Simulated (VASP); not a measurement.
# AlRu (Pm-3m) in VASP: notebook

Runs on AlRu. Level: PBE. Tasks: single point, relaxation of cell and atoms.

Program: VASP 6.6.1. These are calculated values, not measurements. Logs are shortened: lines on timing, memory, paths and dates and some standing lists are left out, and cuts for length are marked.

## (1) The cell of the first run

Symmetry: Pm-3m, No. 221, cubic system. The conventional cell has a = 3.004 Å, b = 3.004 Å, c = 3.004 Å, α = 90.00°, β = 90.00°, γ = 90.00°. Within 3.4 Å of Al (site symmetry m-3m) lie 8 Ru at 2.60 Å and 6 Al at 3.00 Å. Within 3.4 Å of Ru (site symmetry m-3m) lie 8 Al at 2.60 Å and 6 Ru at 3.00 Å.

## (2) Single point, PBE

File INCAR:

```
SYSTEM = AlRu
  ALGO = Normal
  EDIFF = 1E-6
  ENCUT = 520
  GGA = PE
  ISIF = 2
  ISMEAR = 0
  LASPH = .True.
  LCHARG = .False.
  LREAL = .False.
  LWAVE = .False.
  NBANDS = 16
  NELM = 60
  PREC = Accurate
  SIGMA = 0.1
```

File KPOINTS:

```
k-points
0
Gamma
  6 6 6
  0 0 0
```

File POSCAR:

```
AlRu
1.0
    3.0035856113      0.0000000000      0.0000000000
    0.0000000000      3.0035856113      0.0000000000
    0.0000000000      0.0000000000      3.0035856113
Al Ru
1 1
Direct
    0.5000000000      0.5000000000      0.5000000000
    0.0000000000      0.0000000000      0.0000000000
```

Potentials or basis: VASP PAW PBE potentials, release 64 (Al, Ru_pv).

Started as:

```
cat potpaw_PBE.64/Al/POTCAR potpaw_PBE.64/Ru_pv/POTCAR > POTCAR
mpirun -np 1 vasp_std > vasp.out
```

OUTCAR:

```text
SYSTEM = AlRu
   EDIFF = 1E-6
   ENCUT = 520
   GGA = PE
   ISIF = 2
   ISMEAR = 0
   LASPH = .True.
   LREAL = .False.
   NELM = 60
   PREC = Accurate

 ion  position               nearest neighbor table
   1  0.500  0.500  0.500-   2 2.60   2 2.60   2 2.60   2 2.60   2 2.60   2 2.60   2 2.60   2 2.60

   2  0.000  0.000  0.000-   1 2.60   1 2.60   1 2.60   1 2.60   1 2.60   1 2.60   1 2.60   1 2.60

  LATTYP: Found a simple cubic cell.
 ALAT       =     3.0035856113

  Lattice vectors:

 A1 = (   3.0035856113,   0.0000000000,   0.0000000000)
 A2 = (   0.0000000000,   3.0035856113,   0.0000000000)
 A3 = (   0.0000000000,   0.0000000000,   3.0035856113)

Analysis of symmetry for initial positions (statically):
=====================================================================
 Subroutine PRICEL returns:
 Original cell was already a primitive cell.

 Routine SETGRP: Setting up the symmetry group for a
 simple cubic supercell.

 Subroutine GETGRP returns: Found 48 space group operations
 (whereof 48 operations were pure point group operations)
 out of a pool of 48 trial point group operations.

The static configuration has the point symmetry O_h .

Analysis of symmetry for dynamics (positions and initial velocities):
=====================================================================
 Subroutine PRICEL returns:
 Original cell was already a primitive cell.

 Routine SETGRP: Setting up the symmetry group for a
 simple cubic supercell.

 Subroutine GETGRP returns: Found 48 space group operations
 (whereof 48 operations were pure point group operations)
 out of a pool of 48 trial point group operations.

The dynamic configuration has the point symmetry O_h .

 Subroutine INISYM returns: Found 48 space group operations
 (whereof 48 operations are pure point group operations),
 and found     1 'primitive' translations

----------------------------------------------------------------------------------------

                                     Primitive cell

  volume of cell :      27.0969

  direct lattice vectors                    reciprocal lattice vectors
     3.003585611  0.000000000  0.000000000     0.332935408  0.000000000  0.000000000
     0.000000000  3.003585611  0.000000000     0.000000000  0.332935408  0.000000000
     0.000000000  0.000000000  3.003585611     0.000000000  0.000000000  0.332935408

  length of vectors
     3.003585611  3.003585611  3.003585611     0.332935408  0.332935408  0.332935408

[... 74 lines left out ...]
   NELM   =     60;   NELMIN=  2; NELMDL= -5     # of ELM steps
   EDIFF  = 0.1E-05   stopping-criterion for ELM
   LREAL  =      F    real-space projection
   EDIFFG = 0.1E-04   stopping-criterion for IOM
   NSW    =      0    number of steps for IOM
   IBRION =     -1    ionic relax: 0-MD 1-quasi-New 2-CG
   NFREE  =      0    steps in history (QN), initial steepest desc. (CG)
   ISIF   =      2    stress and relaxation
   ISYM   =      2    0-nonsym 1-usesym 2-fastsym
   POTIM  = 0.5000    time-step for ionic-motion
   TEBEG  =    0.0;   TEEND  =   0.0 temperature during run
   PSTRESS=    0.0 pullay stress
   NELECT =      17.0000    total number of electrons
   NUPDOWN=      -1.0000    fix difference up-down
   EMIN   =  10.00;   EMAX   =-10.00  energy-range for DOS
   EFERMI =   0.00;   METHOD = LEGACY
   ISMEAR =     0;   SIGMA  =   0.10  broadening in eV -4-tet -1-fermi 0-gaus
   EFERMI_NEDOS =   21; number of points for ismear=-14 and -15
   IALGO  =     38    algorithm
   IMIX   =      4    mixing-type and parameters
     AMIX     =   0.40;   BMIX     =  1.00
     AMIX_MAG =   1.60;   BMIX_MAG =  1.00
  volume/ion in A,a.u.               =      13.55        91.43
  Fermi-wavevector in a.u.,A,eV,Ry     =   1.401472  2.648398 26.723530  1.964124
  Thomas-Fermi vector in A             =   2.524330
   LORBIT       =      0    0 simple, 1 ext, 2 COOP (PROOUT), +10 PAW based schemes
   GGA     = PE    functional components
   LHFCALC =     F    Hartree Fock is set to
   AEXX    =    0.0000 exact exchange contribution
   IVDW    =     0    specifies the selected vdW correction
   LEPSILON=     F    determine dielectric tensor
   LRPA    =     F    only Hartree local field effects (RPA)
 non-spin polarized calculation
 Gauss-broadening in eV      SIGMA  =   0.10
  energy-cutoff  :      520.00
  volume of cell :       27.10
 maximum number of plane-waves:       740
 NGX is ok and might be reduce to    24
   NGX = 11   NGY = 11   NGZ = 11

 number of electron      16.9999996 magnetization

 Free energy of the ion-electron system (eV)
  ---------------------------------------------------
  ext. energy  EPLUGINS =         0.00000000
  ---------------------------------------------------
  free energy    TOTEN  =       -14.26106726 eV

  energy without entropy =      -14.24777993  energy(sigma->0) =      -14.25442360

 E-fermi :  10.4226     XC(G=0): -12.5070

 val. band max:       10.4193428088   @ k =   0.3333   0.1667   0.0000
 cond. band min:      10.4952338155   @ k =   0.5000   0.1667   0.0000
 fundamental gap:      0.0758910067
 Fermi energy:        10.4226434112

 k-point     1 :       0.0000    0.0000    0.0000
  band No.  band energies     occupation
      1     -31.2266      2.00000
      2     -31.2266      2.00000
      3     -31.2266      2.00000
      4       0.9416      2.00000
      5       7.0542      2.00000
      6       7.0542      2.00000
[... 357 lines left out ...]
      3     -31.3790      2.00000
      4       5.9768      2.00000
      5       5.9768      2.00000
      6       5.9768      2.00000
[... 8 lines left out ...]
     15      18.9572      0.00000
     16      22.2902      0.00000

------------------------ aborting loop because EDIFF is reached ----------------------------------------

  FORCE on cell =-STRESS in cart. coord.  units (eV):
  Direction    XX          YY          ZZ          XY          YZ          ZX
  --------------------------------------------------------------------------------------
  -------------------------------------------------------------------------------------
  Total       -0.0068083     -0.0068083     -0.0068083      0.0000000      0.0000000     -0.0000000
  in kB       -0.4025559     -0.4025559     -0.4025559      0.0000000      0.0000000     -0.0000000
  external PRESSURE =      -0.4025559 kB  Pullay stress =       0.0000000 kB

 VOLUME and BASIS-vectors are now :
 -----------------------------------------------------------------------------
  energy-cutoff  :      520.00
  volume of cell :       27.10
      direct lattice vectors                 reciprocal lattice vectors
     3.003585611  0.000000000  0.000000000     0.332935408  0.000000000  0.000000000
     0.000000000  3.003585611  0.000000000     0.000000000  0.332935408  0.000000000
     0.000000000  0.000000000  3.003585611     0.000000000  0.000000000  0.332935408

 POSITION                                       TOTAL-FORCE (eV/Angst)
 -----------------------------------------------------------------------------------
      1.50179      1.50179      1.50179         0.000000      0.000000      0.000000
      0.00000      0.00000      0.00000         0.000000      0.000000      0.000000
 -----------------------------------------------------------------------------------
    total drift:                                0.000000      0.000000      0.000000

  FREE ENERGIE OF THE ION-ELECTRON SYSTEM (eV)
  ---------------------------------------------------
  free  energy   TOTEN  =       -14.2610672640 eV

  energy  without entropy=      -14.2477799269  energy(sigma->0) =      -14.25442360
```

OSZICAR:

```text
N       E                     dE             d eps       ncg     rms          rms(c)
DAV:   1     0.118560757774E+03    0.11856E+03   -0.91069E+03   640   0.999E+02
DAV:   2    -0.130406362936E+02   -0.13160E+03   -0.12579E+03   752   0.297E+02
DAV:   3    -0.149172968568E+02   -0.18767E+01   -0.18717E+01   760   0.373E+01
DAV:   4    -0.149275394899E+02   -0.10243E-01   -0.10242E-01   776   0.299E+00
DAV:   5    -0.149276797281E+02   -0.14024E-03   -0.14024E-03   832   0.345E-01    0.119E+01
DAV:   6    -0.143468182147E+02    0.58086E+00   -0.22196E+00   688   0.162E+01    0.221E+00
DAV:   7    -0.142784524286E+02    0.68366E-01   -0.16686E-01   664   0.460E+00    0.193E+00
DAV:   8    -0.142613799201E+02    0.17073E-01   -0.19929E-02   736   0.120E+00    0.195E-01
DAV:   9    -0.142610771629E+02    0.30276E-03   -0.51302E-04   800   0.216E-01    0.126E-01
DAV:  10    -0.142610689582E+02    0.82047E-05   -0.41749E-05   736   0.673E-02    0.741E-03
DAV:  11    -0.142610678604E+02    0.10978E-05   -0.13754E-06   656   0.123E-02    0.425E-03
DAV:  12    -0.142610672640E+02    0.59639E-06   -0.85986E-08   408   0.308E-03
   1 F= -.14261067E+02 E0= -.14254424E+02  d E =-.132873E-01
```

Wall time 4 s (1 thread of Intel Xeon Platinum 8488C (Sapphire Rapids), shared host); peak memory 0.13 GiB.

What came out:

```
Free energy : -14.2611 eV
Pressure    : 0.0 GPa
```

Levels at points of the mesh, in eV from the Fermi level:
```csv
k point,band 5,band 6,band 7,band 8,band 9,band 10,band 11,band 12
"(0.00, 0.00, 0.00)",-3.37,-3.37,0.29,0.29,0.29,6.14,6.14,6.14
"(0.50, 0.00, 0.00)",-5.34,-2.58,-1.46,-1.46,0.54,2.37,7.58,11.09
"(0.50, 0.50, 0.00)",-2.88,-1.23,-1.23,-1.03,-1.03,1.63,5.36,6.22
"(0.50, 0.50, 0.50)",-4.45,-4.45,1.72,1.72,2.61,4.24,4.24,4.24
```

## (3) Single point, PBE

This run uses another cell than the first one, of 15.59 Å³/atom, 1.151 times its volume.

File INCAR:

```
PREC     = Accurate       # precision mode
ENCUT    = 520            # plane-wave cutoff, eV
EDIFF    = 1E-6           # SCF threshold, eV
ISMEAR   = 0              # smearing method
SIGMA    = 0.1            # smearing width, eV
LREAL    = F              # projectors in reciprocal space
LASPH    = T              # aspherical terms in the spheres
NELM     = 80             # most SCF steps
ALGO     = Normal         # electronic algorithm
ISIF     = 2              # what is computed and relaxed
LWAVE    = F              # write WAVECAR
LCHARG   = T              # write CHGCAR
GGA      = PE             # functional
LELF     = T              # ELF
LVHAR    = T            
NBANDS   = 16             # bands
```

File KPOINTS:

```
Automatic mesh
0
Gamma
  6 6 6
```

File POSCAR:

```
AlRu
1.0
    3.1476994900      0.0000000000      0.0000000000
    0.0000000000      3.1476994900      0.0000000000
    0.0000000000      0.0000000000      3.1476994900
Al Ru
1 1
Direct
    0.5000000000      0.5000000000      0.5000000000
    0.0000000000      0.0000000000      0.0000000000
```

Potentials or basis: VASP PAW PBE potentials, release 64 (Al, Ru_pv).

Started as:

```
cat potpaw_PBE.64/Al/POTCAR potpaw_PBE.64/Ru_pv/POTCAR > POTCAR
mpirun -np 1 vasp_std > vasp.out
```

Run time: 4.2 s. Hardware: 1 thread of Intel Xeon Platinum 8488C (Sapphire Rapids), shared host; peak memory 0.13 GiB.

Results (log left out):

* Free energy: -13.9569 eV
* Pressure: -21.0 GPa

Levels at points of the mesh, in eV from the Fermi level:
```tsv
k point	band 5	band 6	band 7	band 8	band 9	band 10	band 11	band 12
(0.00, 0.00, 0.00)	-2.72	-2.72	0.22	0.22	0.22	5.47	5.47	5.47
(0.50, 0.00, 0.00)	-5.02	-2.08	-1.22	-1.22	0.41	1.88	7.56	10.34
(0.50, 0.50, 0.00)	-2.39	-1.14	-1.14	-0.82	-0.82	1.29	4.49	4.88
(0.50, 0.50, 0.50)	-3.75	-3.75	1.36	1.36	1.74	3.92	3.92	3.92
```

## (4) Relaxation of cell and atoms, PBE

This run uses another cell than the first one, of 15.59 Å³/atom, 1.151 times its volume.

File INCAR:

```
PREC = Accurate ; ENCUT = 600
EDIFF = 1E-7 ; ISMEAR = 0
SIGMA = 0.1 ; LREAL = False
LASPH = True ; NELM = 100
ALGO = Fast ; ISIF = 3
LWAVE = False ; LCHARG = False
GGA = PE ; IBRION = 2
NSW = 90 ; EDIFFG = -0.04
```

File KPOINTS:

```
regular mesh
0
Gamma
  6 6 6
```

POSCAR is that of step 3.

Started as:

```
cat potpaw_PBE.64/Al/POTCAR potpaw_PBE.64/Ru_pv/POTCAR > POTCAR
mpirun -np 1 vasp_std > vasp.out
```

Run time: 34 s. Hardware: 1 thread of Intel Xeon Platinum 8488C (Sapphire Rapids), shared host; peak memory 0.17 GiB.

The run converged. Its results:

* Free energy: -14.2628 eV
* Relaxed volume: 13.55 Å³/atom
* Relaxed cell: a = 3.004 Å, b = 3.004 Å, c = 3.004 Å, α = 90.00°, β = 90.00°, γ = 90.00°
* Space group after relaxing (to 0.05 Å): Pm-3m (No. 221)
* Energy gained by relaxing: 152.9 meV/atom
* Ionic steps: 4
* Pressure after relaxing: -0.1 GPa

Step by step:
```tsv
step	energy change (eV)	largest force (eV/Å)	pressure (GPa)	volume (Å³)
1	0.0000	0.0000	-21.03	31.19
2	0.2760	0.0000	51.02	22.83
3	-0.3053	0.0000	-1.36	27.25
4	-0.3059	0.0000	-0.07	27.10
```

Final structure:
```
Al Ru
1.0
     3.00382    0.00000    0.00000
     0.00000    3.00382    0.00000
     0.00000    0.00000    3.00382
Al Ru
1 1
Direct
  0.50000 0.50000 0.50000
  0.00000 0.00000 0.00000
```

Levels at points of the mesh, in eV from the Fermi level:
```csv
k point,band 6,band 7,band 8,band 9,band 10,band 11
"(0.00, 0.00, 0.00)",-3.37,0.29,0.29,0.29,6.14,6.14
"(0.50, 0.00, 0.00)",-2.58,-1.46,-1.46,0.54,2.37,7.58
"(0.50, 0.50, 0.00)",-1.23,-1.23,-1.03,-1.03,1.63,5.36
"(0.50, 0.50, 0.50)",-4.44,1.72,1.72,2.61,4.24,4.24
```

## (5) Overview

| task | cell | cutoff (eV) | gap on the mesh (eV) | pressure (GPa) |
| --- | --- | --- | --- | --- |
| single point | a = 3.004 Å, 2 atoms | 520 | none | 0.0 |
| single point | a = 3.148 Å, 2 atoms | 520 | none | -21.0 |
| relaxation of cell and atoms | relaxed from a = 3.148 Å, 2 atoms | 600 | none | -0.1 |

Alike in all rows: level PBE; potentials or basis VASP PAW PBE potentials, release 64 (Al, Ru_pv); no spin polarisation; k mesh 6 × 6 × 6; smearing gaussian 0.1 eV.

Absolute energies hang on the potentials; compare differences alone.
